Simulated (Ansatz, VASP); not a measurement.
GdN: VASP beside Ansatz

```
Gd N
1.0
     3.39759    0.00000    0.00000
    -1.69880    2.94240    0.00000
     0.00000    0.00000    3.09238
Gd N
1 1
Direct
  0.33333 0.66667 0.50000
  0.00000 0.00000 0.00000
```

Change from the starting cell: species swapped into the PrHo type (P-6m2, No. 187).

Alike in both runs: functional PBE; k mesh 6 × 6 × 6; occupations gaussian, width 0.1 eV; collinear spin.

Ansatz relaxed the structure, and its values are those at the end. VASP's run is a single point on that final structure, the one shown.

```csv
,VASP,Ansatz
version,VASP 6.6.1,Ansatz 0.2.0
potentials or method,"VASP PAW PBE potentials, release 64 (Gd, N), cutoff 520 eV","scalar-relativistic, plane waves, PAW"
valence electrons in the cell,23,23
```

Ansatz gave:

| Item | Value |
| --- | --- |
| pressure (GPa) | 0.0 |
| net moment per atom (μB) | 3.50 |
| size of the moment on the site where the two differ most (μB) | 6.85 |

What did VASP give for the same quantities?

Pressure (GPa): 0.1; net moment per atom (μB): 3.50; size of the moment on the site where the two differ most (μB): 6.79.

Site moments also hang on the region over which each program counts them. With one functional, cell and mesh, what is left measures potentials, basis and numerics.

Neither program's run includes spin-orbit coupling.
